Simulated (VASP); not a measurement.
# Li (I4/mmm) in VASP: notebook

The runs below take Li through single point, with r2SCAN.

Program: VASP 6.6.1. These are calculated values, not measurements. Logs are shortened: lines on timing, memory, paths and dates and some standing lists are left out, and cuts for length are marked.

### Step 1. The cell of the first run

It takes space group I4/mmm (No. 139, tetragonal). The conventional cell has a = 3.021 Å, b = 3.021 Å, c = 4.404 Å, α = 90.00°, β = 90.00°, γ = 90.00°. Li (site symmetry 4/mmm) has 12 Li at 3.02 to 3.07 Å within 4.0 Å.

### Step 2. Single point, r2SCAN (strain -0.030 along x and y, +0.000 along z)

The input, POSCAR:

```
Li
1.0
    0.0000000000      2.1359400000      2.2020000000
    2.1359400000      0.0000000000      2.2020000000
    2.1359400000      2.1359400000      0.0000000000
Li
1
Direct
    0.0000000000      0.0000000000      0.0000000000
```

The input, INCAR.step1:

```
  ALGO = Normal
  EDIFF = 1E-5
  ENCUT = 830
  GGA = PE
  GGA_COMPAT = F
  ISMEAR = 0
  LASPH = T
  LCHARG = F
  LREAL = F
  LWAVE = T
  NBANDS = 8
  NELM = 120
  PREC = Accurate
  SIGMA = 0.15
```

The input, INCAR.step2:

```
  ALGO = Normal
  EDIFF = 1E-6
  ENCUT = 830
  GGA_COMPAT = F
  ISIF = 2
  ISMEAR = 0
  ISTART = 1
  LASPH = T
  LCHARG = F
  LMIXTAU = T
  LREAL = F
  LWAVE = F
  METAGGA = R2SCAN
  NBANDS = 8
  NELM = 120
  PREC = Accurate
  SIGMA = 0.15
```

The input, KPOINTS:

```
k-points
0
Gamma
  18 18 18
```

Potentials or basis: VASP PAW PBE potentials, release 64 (Li_sv).

Command:

```sh
$ cat potpaw_PBE.64/Li_sv/POTCAR > POTCAR
$ cp INCAR.step1 INCAR
$ mpirun -np 1 vasp_std > vasp.out
$ cp INCAR.step2 INCAR
$ mpirun -np 1 vasp_std > vasp.out
```

OUTCAR:

```text
EDIFF = 1E-6
   ENCUT = 830
   ISIF = 2
   ISMEAR = 0
   ISTART = 1
   LASPH = T
   LREAL = F
   METAGGA = R2SCAN
   NELM = 120
   PREC = Accurate

 ion  position               nearest neighbor table
   1  0.000  0.000  0.000-

  LATTYP: Found a body centered tetragonal cell.
 ALAT       =     3.0206753164
 C/A-ratio  =     1.4579521262

  Lattice vectors:

 A1 = (  -2.1359400000,   0.0000000000,   2.2020000000)
 A2 = (   2.1359400000,   0.0000000000,   2.2020000000)
 A3 = (   0.0000000000,   2.1359400000,  -2.2020000000)

Analysis of symmetry for initial positions (statically):
=====================================================================
 Subroutine PRICEL returns:
 Original cell was already a primitive cell.

 Routine SETGRP: Setting up the symmetry group for a
 body centered tetragonal supercell.

 Subroutine GETGRP returns: Found 16 space group operations
 (whereof 16 operations were pure point group operations)
 out of a pool of 16 trial point group operations.

The static configuration has the point symmetry D_4h.

Analysis of symmetry for dynamics (positions and initial velocities):
=====================================================================
 Subroutine PRICEL returns:
 Original cell was already a primitive cell.

 Routine SETGRP: Setting up the symmetry group for a
 body centered tetragonal supercell.

 Subroutine GETGRP returns: Found 16 space group operations
 (whereof 16 operations were pure point group operations)
 out of a pool of 16 trial point group operations.

The dynamic configuration has the point symmetry D_4h.

 Subroutine INISYM returns: Found 16 space group operations
 (whereof 16 operations are pure point group operations),
 and found     1 'primitive' translations

----------------------------------------------------------------------------------------

                                     Primitive cell

  volume of cell :      20.0921

  direct lattice vectors                    reciprocal lattice vectors
     0.000000000  2.135940000  2.202000000    -0.234088973  0.234088973  0.227066303
     2.135940000  0.000000000  2.202000000     0.234088973 -0.234088973  0.227066303
     2.135940000  2.135940000  0.000000000     0.234088973  0.234088973 -0.227066303

  length of vectors
     3.067742441  3.067742441  3.020675316     0.401440407  0.401440407  0.401440407

  position of ions in fractional coordinates (direct lattice)
     0.000000000  0.000000000  0.000000000

  ion indices of the primitive-cell ions
   primitive index   ion index
                 1           1

----------------------------------------------------------------------------------------

 KPOINTS: k-points

Automatic generation of k-mesh.
 Grid dimensions read from file:
 generate k-points for:   18   18   18

 Generating k-lattice:

  Cartesian coordinates                     Fractional coordinates (reciprocal lattice)
    -0.013004943  0.013004943  0.012614795     0.055555556 -0.000000000  0.000000000
     0.013004943 -0.013004943  0.012614795    -0.000000000  0.055555556  0.000000000
     0.013004943  0.013004943 -0.012614795     0.000000000  0.000000000  0.055555556

  Length of vectors
     0.022302245  0.022302245  0.022302245

  Shift w.r.t. Gamma in fractional coordinates (k-lattice)
     0.000000000  0.000000000  0.000000000

 Subroutine IBZKPT returns following result:
 ===========================================

 Found    480 irreducible k-points:

 Following reciprocal coordinates:
            Coordinates               Weight
  0.000000  0.000000  0.000000      1.000000
  0.055556  0.000000  0.000000      8.000000
  0.111111  0.000000  0.000000      8.000000
  0.166667  0.000000  0.000000      8.000000
  0.222222  0.000000  0.000000      8.000000
  0.277778  0.000000  0.000000      8.000000
[... 16 lines left out ...]
 -0.277778  0.055556  0.000000      8.000000
 -0.222222  0.055556  0.000000      8.000000
 [... further k-points ...]
   k-points           NKPTS =    480   k-points in BZ     NKDIM =    480   number of bands    NBANDS=      8
   number of dos      NEDOS =    301   number of ions     NIONS =      1
   total plane-waves  NPLWV =  25200
   dimension x,y,z NGX =    30 NGY =   30 NGZ =   28
   dimension x,y,z NGXF=    60 NGYF=   60 NGZF=   56
   ions per type =               1
   NGX,Y,Z   is equivalent  to a cutoff of  16.26, 16.26, 15.41 a.u.
   NGXF,Y,Z  is equivalent  to a cutoff of  32.51, 32.51, 30.82 a.u.
 SYSTEM =  unknown system
   PREC   = accura    normal or accurate (medium, high low for compatibility)
   ISTART =      1    job   : 0-new  1-cont  2-samecut
   ICHARG =      0    charge: 1-file 2-atom 10-const
   ISPIN  =      1    spin polarized calculation?
   LNONCOLLINEAR =      F non collinear calculations
   LSORBIT =      F    spin-orbit coupling
   LASPH  =      T    aspherical Exc in radial PAW
   ENCUT  =  830.0 eV  61.00 Ry    7.81 a.u.   7.21  7.21  7.10*2*pi/ulx,y,z
   NELM   =    120;   NELMIN=  2; NELMDL=  0     # of ELM steps
   EDIFF  = 0.1E-05   stopping-criterion for ELM
   LREAL  =      F    real-space projection
   EDIFFG = 0.1E-04   stopping-criterion for IOM
   NSW    =      0    number of steps for IOM
   IBRION =     -1    ionic relax: 0-MD 1-quasi-New 2-CG
   NFREE  =      0    steps in history (QN), initial steepest desc. (CG)
   ISIF   =      2    stress and relaxation
   ISYM   =      2    0-nonsym 1-usesym 2-fastsym
   POTIM  = 0.5000    time-step for ionic-motion
   TEBEG  =    0.0;   TEEND  =   0.0 temperature during run
   PSTRESS=    0.0 pullay stress
   NELECT =       3.0000    total number of electrons
   NUPDOWN=      -1.0000    fix difference up-down
   EMIN   =  10.00;   EMAX   =-10.00  energy-range for DOS
   EFERMI =   0.00;   METHOD = LEGACY
   ISMEAR =     0;   SIGMA  =   0.15  broadening in eV -4-tet -1-fermi 0-gaus
   EFERMI_NEDOS =   21; number of points for ismear=-14 and -15
   IALGO  =     38    algorithm
   IMIX   =      4    mixing-type and parameters
     AMIX     =   0.40;   BMIX     =  1.00
     AMIX_MAG =   1.60;   BMIX_MAG =  1.00
  volume/ion in A,a.u.               =      20.09       135.59
  Fermi-wavevector in a.u.,A,eV,Ry     =   0.868507  1.641241 10.262940  0.754305
  Thomas-Fermi vector in A             =   1.987196
   LORBIT       =      0    0 simple, 1 ext, 2 COOP (PROOUT), +10 PAW based schemes
   METAGGA = R2SCAN    functional components
   LHFCALC =     F    Hartree Fock is set to
   AEXX    =    0.0000 exact exchange contribution
   IVDW    =     0    specifies the selected vdW correction
   LEPSILON=     F    determine dielectric tensor
   LRPA    =     F    only Hartree local field effects (RPA)
 non-spin polarized calculation
 Gauss-broadening in eV      SIGMA  =   0.15
  energy-cutoff  :      830.00
  volume of cell :       20.09
 maximum number of plane-waves:      1106
 NGX is ok and might be reduce to    30
   NGX = 15   NGY = 15   NGZ = 15

 number of electron       3.0000000 magnetization

 Free energy of the ion-electron system (eV)
  ---------------------------------------------------
  ext. energy  EPLUGINS =         0.00000000
  ---------------------------------------------------
  free energy    TOTEN  =        -2.38757314 eV

  energy without entropy =       -2.38340798  energy(sigma->0) =       -2.38549056

 E-fermi :   0.6559     XC(G=0):  -7.4698

 val. band max:        0.6425358014   @ k =   0.5000   0.0000   0.0000
 cond. band min:       0.6608828128   @ k =   0.5000   0.0556   0.0000
 fundamental gap:      0.0183470114
 Fermi energy:         0.6558837820

 k-point     1 :       0.0000    0.0000    0.0000
  band No.  band energies     occupation
      1     -47.3729      2.00000
      2      -3.2494      2.00000
      3      16.7031      0.00000
      4      16.7060      0.00000
      5      16.7420      0.00000
      6      20.0577      0.00000
      7      20.1871      0.00000
      8      20.1882      0.00000

 k-point     2 :       0.0556    0.0000    0.0000
  band No.  band energies     occupation
      1     -47.3723      2.00000
      2      -3.1888      2.00000
      3      15.8983      0.00000
      4      16.5332      0.00000
      5      16.5517      0.00000
      6      19.6530      0.00000
      7      20.3982      0.00000
      8      20.4625      0.00000

 k-point     3 :       0.1111    0.0000    0.0000
  band No.  band energies     occupation
      1     -47.3705      2.00000
      2      -3.0072      2.00000
      3      14.1364      0.00000
      4      16.0984      0.00000
      5      16.2049      0.00000
      6      19.5816      0.00000
      7      21.0503      0.00000
      8      21.1298      0.00000

 k-point     4 :       0.1667    0.0000    0.0000
  band No.  band energies     occupation
      1     -47.3679      2.00000
      2      -2.7047      2.00000
      3      12.1824      0.00000
      4      15.6292      0.00000
      5      15.8305      0.00000
      6      19.7836      0.00000
      7      21.2830      0.00000
      8      21.7733      0.00000

 k-point     5 :       0.2222    0.0000    0.0000
  band No.  band energies     occupation
      1     -47.3647      2.00000
      2      -2.2824      2.00000
      3      10.2735      0.00000
      4      15.2177      0.00000
      5      15.5123      0.00000
      6      20.0189      0.00000
      7      20.6255      0.00000
      8      21.5755      0.00000
[... 177 lines left out ...]
 k-point    22 :      -0.3333    0.0556    0.0000
  band No.  band energies     occupation
      1     -47.3566      2.00000
      2      -0.7909      2.00000
      3       6.3370      0.00000
      4      13.5639      0.00000
      5      15.5667      0.00000
      6      18.7054      0.00000
      7      19.3498      0.00000
      8      21.1260      0.00000

 k-point    23 :      -0.2778    0.0556    0.0000
  band No.  band energies     occupation
      1     -47.3596      2.00000
      2      -1.4685      2.00000
      3       7.9021      0.00000
      4      13.6741      0.00000
      5      15.8754      0.00000
      6      19.3728      0.00000
      7      19.9212      0.00000
      8      21.4431      0.00000

 k-point    24 :      -0.2222    0.0556    0.0000
  band No.  band energies     occupation
      1     -47.3630      2.00000
      2      -2.0477      2.00000
      3       9.6346      0.00000
      4      13.9129      0.00000
      5      16.1823      0.00000
      6      19.8538      0.00000
      7      20.6784      0.00000
      8      21.5521      0.00000

 [... further k-points ...]
[... 5 lines left out ...]
  --------------------------------------------------------------------------------------
  -------------------------------------------------------------------------------------
  Total        0.0504013      0.0504013      0.0270877      0.0000000      0.0000000     -0.0000000
  in kB        4.0190809      4.0190809      2.1600193      0.0000000      0.0000000     -0.0000000
  external PRESSURE =       3.3993937 kB  Pullay stress =       0.0000000 kB

 VOLUME and BASIS-vectors are now :
 -----------------------------------------------------------------------------
  energy-cutoff  :      830.00
  volume of cell :       20.09
      direct lattice vectors                 reciprocal lattice vectors
     0.000000000  2.135940000  2.202000000    -0.234088973  0.234088973  0.227066303
     2.135940000  0.000000000  2.202000000     0.234088973 -0.234088973  0.227066303
     2.135940000  2.135940000  0.000000000     0.234088973  0.234088973 -0.227066303

 POSITION                                       TOTAL-FORCE (eV/Angst)
 -----------------------------------------------------------------------------------
      0.00000      0.00000      0.00000         0.000000      0.000000     -0.000000
 -----------------------------------------------------------------------------------
    total drift:                               -0.000000     -0.000000     -0.000000

  FREE ENERGIE OF THE ION-ELECTRON SYSTEM (eV)
  ---------------------------------------------------
  free  energy   TOTEN  =        -2.3875731408 eV

  energy  without entropy=       -2.3834079782  energy(sigma->0) =       -2.38549056
```

Run time: 18 min. Hardware: 1 thread of AMD EPYC 7R13, shared host; peak memory 0.23 GiB.

Results:

```
Free energy            : -2.3876 eV
Pressure               : 0.3 GPa
Band gap on the k mesh : zero (an odd number of electrons rules out a gap without spin polarisation)
```

Levels at points of the mesh, in eV from the Fermi level:
| k point | band 1 | band 2 | band 3 | band 4 | band 5 |
| --- | --- | --- | --- | --- | --- |
| (0.00, 0.00, 0.00) | -48.03 | -3.91 | 16.05 | 16.05 | 16.09 |
| (0.50, 0.00, 0.00) | -48.01 | -0.01 | 3.16 | 13.77 | 14.40 |
| (0.50, 0.50, 0.00) | -48.00 | 1.41 | 4.76 | 9.66 | 9.66 |
| (0.50, 0.00, 0.50) | -48.00 | 1.84 | 5.19 | 9.11 | 9.26 |

Caveat: the cell differs from its parent crystal (strain -0.030 along x and y, +0.000 along z); the PAW data sets were made with another functional, which shifts forces and pressure a little.

### Step 3. Single point, r2SCAN (strain -0.015 along x and y, -0.030 along z)

The input, POSCAR:

```
Li
1.0
    0.0000000000      2.1689700000      2.1359400000
    2.1689700000      0.0000000000      2.1359400000
    2.1689700000      2.1689700000      0.0000000000
Li
1
Direct
    0.0000000000      0.0000000000      0.0000000000
```

The input, INCAR.step1:

```
  PREC = Accurate
  ENCUT = 830
  ISMEAR = 0
  SIGMA = 0.15
  LREAL = False
  LASPH = True
  NELM = 120
  NBANDS = 8
  GGA = PE
  ALGO = Normal
  EDIFF = 1E-5
  LWAVE = True
  LCHARG = False
  GGA_COMPAT = False
```

The input, INCAR.step2:

```
  PREC = Accurate
  ENCUT = 830
  EDIFF = 1E-6
  ISMEAR = 0
  SIGMA = 0.15
  LREAL = False
  LASPH = True
  NELM = 120
  ALGO = Normal
  ISIF = 2
  LWAVE = False
  LCHARG = False
  METAGGA = R2SCAN
  LMIXTAU = True
  NBANDS = 8
  ISTART = 1
  GGA_COMPAT = False
```

The input, KPOINTS:

```
Automatic mesh
0
Gamma
  18 18 18
```

Potentials or basis: VASP PAW PBE potentials, release 64 (Li_sv).

Command:

```sh
$ cat potpaw_PBE.64/Li_sv/POTCAR > POTCAR
$ cp INCAR.step1 INCAR
$ mpirun -np 1 vasp_std > vasp.out
$ cp INCAR.step2 INCAR
$ mpirun -np 1 vasp_std > vasp.out
```

It took 20 min on 1 thread of AMD EPYC 7R13, shared host; peak memory 0.22 GiB.

Results (log left out):

```
Free energy            : -2.3876 eV
Pressure               : 0.3 GPa
Band gap on the k mesh : zero (an odd number of electrons rules out a gap without spin polarisation)
```

Stress tensor (GPa, compression positive):
```
0.23 0.00 0.00
0.00 0.23 0.00
0.00 0.00 0.44
```

Levels at points of the mesh, in eV from the Fermi level:
```csv
k point,band 1,band 2,band 3,band 4,band 5
"(0.00, 0.00, 0.00)",-48.03,-3.91,16.03,16.06,16.06
"(0.50, 0.00, 0.00)",-48.01,-0.02,3.16,13.95,14.23
"(0.50, 0.50, 0.00)",-48.01,1.83,5.18,9.17,9.17
"(0.50, 0.00, 0.50)",-48.01,1.61,4.97,9.38,9.46
```

Caveat: the cell differs from its parent crystal (strain -0.015 along x and y, -0.030 along z); the PAW data sets were made with another functional, which shifts forces and pressure a little.

The gap in the log of VASP goes by the Fermi energy; the results here count the filled bands.